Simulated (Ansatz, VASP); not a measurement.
## One calculation of TaZn2B3, two programs

```xyz
6
Lattice="3.1654 0.0000 0.0000 0.0000 3.1654 0.0000 0.0000 0.0000 7.3857" Properties=species:S:1:pos:R:3 pbc="T T T"
Ta    0.0000    0.0000    3.6929
Zn    1.5827    1.5827    3.6929
Zn    1.5827    1.5827    0.0000
B     0.0000    0.0000    5.4124
B     0.0000    0.0000    1.9733
B     0.0000    0.0000    0.0000
```

Alike in both runs: task single point; functional PBE; k mesh 6 × 6 × 4; occupations gaussian, width 0.1 eV; no spin polarisation.

```csv
,VASP,Ansatz
version,VASP 6.6.1,Ansatz 0.2.0
potentials or method,"VASP PAW PBE potentials, release 64 (Ta_pv, Zn, B), cutoff 520 eV","scalar-relativistic, plane waves, PAW"
valence electrons in the cell,44,46
```

```csv
,VASP,Ansatz,Ansatz less VASP
gap on the k mesh at the Fermi level (eV),none,none,-
rms of the force components (eV/Å),3.599,3.516,-0.0831
```

Atom by atom the forces differ by 0.083 eV/Å (rms over components). A gap of «none» marks a metal or a gap that the smearing closes. With one functional, cell and mesh, what is left measures potentials, basis and numerics. VASP's potentials hold 44 valence electrons a cell and Ansatz's 46, so a difference there can come from the potentials and not from the codes.

Neither program's run includes spin-orbit coupling.
